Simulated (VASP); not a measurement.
Runs of VASP 6.6.1 on SnSe. The structure is that of space group Fm-3m (No. 225), or close to it. The cells are those of the table. 

```tsv
cell	gap on the mesh (eV)	pressure (GPa)
a = 4.354 Å, angles 60.0°, 2 atoms	0.16	(a)
a = 4.313 Å, angles 60.0°, 2 atoms	(b)	-2.3
a = 4.271 Å, angles 60.0°, 2 atoms	0.41	(c)
a = 4.185 Å, angles 60.0°, 2 atoms	0.70	2.6
a = 4.228 Å, angles 60.0°, 2 atoms	0.55	0.7
```

Alike in all rows: task single point; level r2SCAN; potentials or basis VASP PAW PBE potentials, release 64 (Sn_d, Se); no spin polarisation; k mesh 6 × 6 × 6; cutoff (eV) 520; smearing gaussian 0.01 eV.

Q: Estimate the missing entries.

A: (a) -3.5; (b) 0.28; (c) -0.9.

Caveats: the PAW data sets were made with another functional, which shifts forces and pressure a little; spin-orbit coupling is left out, which moves the levels of the heavy elements.

A k mesh can miss the band edges, and the runs leave out spin-orbit coupling on Se, Sn.
